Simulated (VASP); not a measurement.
Write the native input for VASP 6.6.1 that does the following.

| Item | Value |
| --- | --- |
| Task | single point |
| Functional | r2SCAN |
| Potentials or basis | VASP PAW PBE potentials, release 64 (Na_pv, H) |
| Cutoff | 520 eV |
| k mesh | 6 × 6 × 4 |
| Occupations | gaussian, width 0.01 eV |
| Spin | no spin polarisation |
| Dipole correction | no |
| Further INCAR settings | ALGO = Normal; EDIFF = 1e-07; NBANDS = 16 |

NaH:

```
Na H
1.0
     3.95328    0.00000    0.00000
    -1.97664    3.42364    0.00000
     0.00000    0.00000    4.82829
Na H
2 2
Direct
  0.33333 0.66667 0.93750
  0.66667 0.33333 0.43750
  0.33333 0.66667 0.43750
  0.66667 0.33333 0.93750
```

The input as run:

POSCAR

```
NaH
1.0
    3.9532815480      0.0000000000      0.0000000000
   -1.9766407740      3.4236422489      0.0000000000
    0.0000000000      0.0000000000      4.8282923038
Na H
2 2
Direct
    0.3333333333      0.6666666667     -0.0624996820
    0.6666666667      0.3333333333      0.4375003180
    0.3333333333      0.6666666667      0.4374996820
    0.6666666667      0.3333333333      0.9374996820
```

INCAR.step1

```
SYSTEM = NaH
PREC = Accurate ; ENCUT = 520
ISMEAR = 0 ; SIGMA = 0.01
LREAL = .False. ; LASPH = .True.
NELM = 80 ; NBANDS = 16
GGA = PE ; ALGO = Normal
EDIFF = 1E-4 ; LWAVE = .True.
LCHARG = .False.
```

INCAR.step2

```
SYSTEM = NaH
PREC = Accurate ; ENCUT = 520
EDIFF = 1E-7 ; ISMEAR = 0
SIGMA = 0.01 ; LREAL = .False.
LASPH = .True. ; NELM = 80
ALGO = Normal ; ISIF = 2
LWAVE = .False. ; LCHARG = .False.
METAGGA = R2SCAN ; LMIXTAU = .True.
NBANDS = 16 ; ISTART = 1
```

KPOINTS

```
Automatic mesh
0
Gamma
  6 6 4
  0 0 0
```

Potentials or basis: VASP PAW PBE potentials, release 64 (Na_pv, H).

Command:

```bash
$ cat potpaw_PBE.64/Na_pv/POTCAR potpaw_PBE.64/H/POTCAR > POTCAR
$ cp INCAR.step1 INCAR
$ mpirun -np 1 vasp_std > vasp.out
$ cp INCAR.step2 INCAR
$ mpirun -np 1 vasp_std > vasp.out
```

It gave:

* Pressure: -0.1 GPa
* Band gap on the k mesh: 3.68 eV (least direct gap 4.57 eV)

Caveat: the PAW data sets were made with another functional, which shifts forces and pressure a little.

It took 120 s on 1 thread of Intel Xeon 8259CL, with other jobs on the host, peak memory 0.18 GiB.
